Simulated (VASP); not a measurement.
# H16SO10 in VASP: notebook, part 2 of 2

VASP 6.6.1. Earlier steps stand in the parts before.

### Step 4. Single point, PBE+D3(BJ)

Input file INCAR:

```
SYSTEM = H16SO10
ALGO = Normal ; EDIFF = 1E-6
ENCUT = 520 ; GGA = PE
ISIF = 2 ; ISMEAR = -1
IVDW = 12 ; LASPH = .TRUE.
LCHARG = .FALSE. ; LREAL = Auto
LWAVE = .FALSE. ; NBANDS = 60
NELM = 100 ; PREC = Accurate
SIGMA = 0.05
```

Input file KPOINTS:

```
k-points
0
G
  1 1 1
  0 0 0
```

Input file POSCAR:

```
H16SO10
1.0
    6.7968840000      0.0000000000      0.0000000000
    0.0000000000      6.7968840000      0.0000000000
    0.0000000000      0.0000000000      6.7968840000
O H S
10 16 1
Direct
    0.6373950181      0.6500184496      0.2753467618
    0.1235566180      0.8030003160      0.1397552172
    0.8051777844      0.4748499459      0.9937053509
    0.3812040929      1.0117136029      0.4445566527
    0.7580826744      0.8425184246      0.7873755091
    0.4994200284      0.0405774175      0.0874812635
   -0.1121543343      0.1772282711      0.2639003402
    0.0833323034      0.5708203936      0.7035429765
    0.8141966230      0.4021695824      0.5144563303
    0.4828683261      0.4813970637      0.6519458034
    0.5087772573      0.6956275846      0.2838359460
    0.6813710518      0.5821196890      0.1659142631
    0.2400217511      0.8607620786      0.0755787505
    0.0059880380      0.8361037205      0.0511557943
    0.7183291638      0.4482348088      0.8888190530
    0.9086222451      0.5489427214      0.9132567218
    0.3467618397      0.9933963858      0.3073025816
    0.2664750494      0.9568208020      0.5032747359
    0.7342776484      0.7624228985      0.6590667135
    0.7218013431      0.9637798732      0.7222868597
    0.6413821392      0.0578353257      0.1183630617
    0.4448656178      0.1597938114      0.1069902032
   -0.0673838188      0.3055664919      0.2916336368
    0.0125057306      0.1009874525      0.2458626629
    0.0604394602      0.4654191538      0.6204313624
    0.2192181005      0.5475303095      0.7245378912
    0.6043504641      0.3814542075      0.4867818842
```

Potentials or basis: VASP PAW PBE potentials, release 64 (O, H, S).

The run is started by

```
> cat potpaw_PBE.64/O/POTCAR potpaw_PBE.64/H/POTCAR potpaw_PBE.64/S/POTCAR > POTCAR
> mpirun -np 1 vasp_gam > vasp.out
```

OUTCAR:

```text
SYSTEM = H16SO10
   EDIFF = 1E-6
   ENCUT = 520
   GGA = PE
   ISIF = 2
   ISMEAR = -1
   IVDW = 12
   LASPH = .TRUE.
   LREAL = Auto
   NELM = 100
   PREC = Accurate
 IVDW          = 12

 ion  position               nearest neighbor table
   1  0.637  0.650  0.275-  12 0.92  11 0.93  27 2.33
   2  0.124  0.803  0.140-  13 0.99  14 1.03
   3  0.805  0.475  0.994-  15 0.94  16 1.02
   4  0.381  0.012  0.445-  18 0.95  17 0.97
   5  0.758  0.843  0.787-  20 0.97  19 1.04
   6  0.499  0.041  0.087-  22 0.90  21 0.99
   7  0.888  0.177  0.264-  23 0.94  24 1.00
   8  0.083  0.571  0.704-  25 0.93  26 0.95
   9  0.814  0.402  0.514-  27 1.45
  10  0.483  0.481  0.652-  27 1.55
  11  0.509  0.696  0.284-   1 0.93
  12  0.681  0.582  0.166-   1 0.92
  13  0.240  0.861  0.076-   2 0.99
  14  0.006  0.836  0.051-   2 1.03
[... 10 lines left out ...]
  25  0.060  0.465  0.620-   8 0.93
  26  0.219  0.548  0.725-   8 0.95
  27  0.604  0.381  0.487-   9 1.45  10 1.55   1 2.33

  LATTYP: Found a simple cubic cell.
 ALAT       =     6.7968840000

  Lattice vectors:

 A1 = (   6.7968840000,   0.0000000000,   0.0000000000)
[... 208 lines left out ...]
 Fermi energy:        -1.7921094691

 k-point     1 :       0.0000    0.0000    0.0000
  band No.  band energies     occupation
      1     -24.6651      2.00000
      2     -22.8326      2.00000
      3     -22.6294      2.00000
      4     -22.1726      2.00000
      5     -21.9443      2.00000
      6     -21.9247      2.00000
[... 45 lines left out ...]
     52       5.8169      0.00000
     53       6.5093      0.00000
 [bands above 53 left out]

------------------------ aborting loop because EDIFF is reached ----------------------------------------

 Edisp (eV)   -1.05411

 E8    (eV) :    -0.2405

  FORCE on cell =-STRESS in cart. coord.  units (eV):
  Direction    XX          YY          ZZ          XY          YZ          ZX
  --------------------------------------------------------------------------------------
  -------------------------------------------------------------------------------------
  Total       2.35577     9.41455     4.80990    -2.22347     3.25013     0.55578
  in kB      12.02028    48.03751    24.54242   -11.34520    16.58374     2.83586
  external pressure =       28.20 kB  Pullay stress =        0.00 kB

 VOLUME and BASIS-vectors are now :
 -----------------------------------------------------------------------------
  energy-cutoff  :      520.00
  volume of cell :      314.00
      direct lattice vectors                 reciprocal lattice vectors
     6.796884000  0.000000000  0.000000000     0.147126242  0.000000000  0.000000000
     0.000000000  6.796884000  0.000000000     0.000000000  0.147126242  0.000000000
     0.000000000  0.000000000  6.796884000     0.000000000  0.000000000  0.147126242

 POSITION                                       TOTAL-FORCE (eV/Angst)
 -----------------------------------------------------------------------------------
      4.33230      4.41810      1.87150         0.741246      1.074936      4.438072
      0.83980      5.45790      0.94990        -1.147968      0.803479     -0.997464
      5.47270      3.22750      6.75410         1.926495      0.956360     -0.046015
      2.59100      0.07962      3.02160         0.096518      0.124434      0.243791
      5.15260      5.72650      5.35170        -0.517861     -1.105028     -2.736108
      3.39450      0.27580      0.59460         2.262193     -3.743309     -1.133235
[... 19 lines left out ...]
      1.49000      3.72150      4.92460         1.870922      0.320936      0.661478
      4.10770      2.59270      3.30860        -1.701004      2.134149      2.150211
 -----------------------------------------------------------------------------------
    total drift:                               -0.004061      0.001653      0.000786

  FREE ENERGIE OF THE ION-ELECTRON SYSTEM (eV)
  ---------------------------------------------------
  free  energy   TOTEN  =      -131.9971136063 eV

  energy  without entropy=     -131.9971136063  energy(sigma->0) =     -131.99711361
```

OSZICAR:

```text
N       E                     dE             d eps       ncg     rms          rms(c)
DAV:   1     0.676258139564E+03    0.67626E+03   -0.44125E+04   120   0.124E+03
DAV:   2    -0.801206206521E+02   -0.75638E+03   -0.72354E+03   156   0.307E+02
DAV:   3    -0.146252659287E+03   -0.66132E+02   -0.65679E+02   136   0.979E+01
DAV:   4    -0.147302424567E+03   -0.10498E+01   -0.10455E+01   152   0.138E+01
DAV:   5    -0.147318524867E+03   -0.16100E-01   -0.16096E-01   144   0.166E+00    0.394E+01
DAV:   6    -0.131415806349E+03    0.15903E+02   -0.52760E+01   136   0.309E+01    0.220E+01
DAV:   7    -0.131140195419E+03    0.27561E+00   -0.32578E+00   152   0.845E+00    0.983E+00
DAV:   8    -0.130962136103E+03    0.17806E+00   -0.36290E-01   144   0.366E+00    0.211E+00
DAV:   9    -0.130938255227E+03    0.23881E-01   -0.59236E-02   160   0.177E+00    0.705E-01
DAV:  10    -0.130939609754E+03   -0.13545E-02   -0.21550E-02   128   0.721E-01    0.443E-01
DAV:  11    -0.130942171429E+03   -0.25617E-02   -0.40395E-03   128   0.315E-01    0.178E-01
DAV:  12    -0.130942983953E+03   -0.81252E-03   -0.14338E-03   128   0.235E-01    0.523E-02
DAV:  13    -0.130943037758E+03   -0.53806E-04   -0.25671E-04   136   0.943E-02    0.337E-02
DAV:  14    -0.130943021287E+03    0.16471E-04   -0.63906E-05   144   0.445E-02    0.155E-02
DAV:  15    -0.130943009367E+03    0.11920E-04   -0.12101E-05   128   0.220E-02    0.678E-03
DAV:  16    -0.130943007642E+03    0.17251E-05   -0.74372E-06   136   0.133E-02    0.396E-03
DAV:  17    -0.130943007596E+03    0.46207E-07   -0.12369E-06   128   0.681E-03
   1 F= -.13199711E+03 E0= -.13199711E+03  d E =-.329213E-10
```

It took 34 s on 1 thread of Intel Xeon Platinum 8488C (Sapphire Rapids), shared host; peak memory 0.36 GiB.

Results:

| Quantity | Value |
| --- | --- |
| Free energy | -131.9971 eV |
| Pressure | 2.8 GPa |
| Largest force | 4.626 eV/Å |
| Band gap on the k mesh | 2.62 eV |
| Dispersion energy per atom | -0.039 eV |

Forces on the atoms (eV/Å):
```
O    0.741  1.075  4.438
O   -1.148  0.803 -0.997
O    1.926  0.956 -0.046
O    0.097  0.124  0.244
O   -0.518 -1.105 -2.736
O    2.262 -3.743 -1.133
O    1.220 -3.152 -1.149
O   -0.108  1.954  1.517
O   -0.361  0.089  1.053
O    1.675 -1.644 -2.217
H   -2.194  0.917 -0.564
H    1.006 -1.578 -3.819
H   -0.349 -0.223 -0.274
H    1.610 -0.482  0.889
H   -1.487 -0.485 -1.135
H   -0.435 -0.673  0.830
H    0.632  0.048 -0.418
H   -0.924 -0.480  1.146
H    0.672  0.459  2.268
H   -0.091  0.942  0.489
H   -0.559 -0.106  0.009
H   -1.680  4.258  0.468
H    0.271  1.403  0.067
H   -1.129  0.115  0.014
H   -1.298 -1.928 -1.754
H    1.871  0.321  0.661
S   -1.701  2.134  2.150
```

Caveat: the k points lie up to 0.92 Å⁻¹ apart.
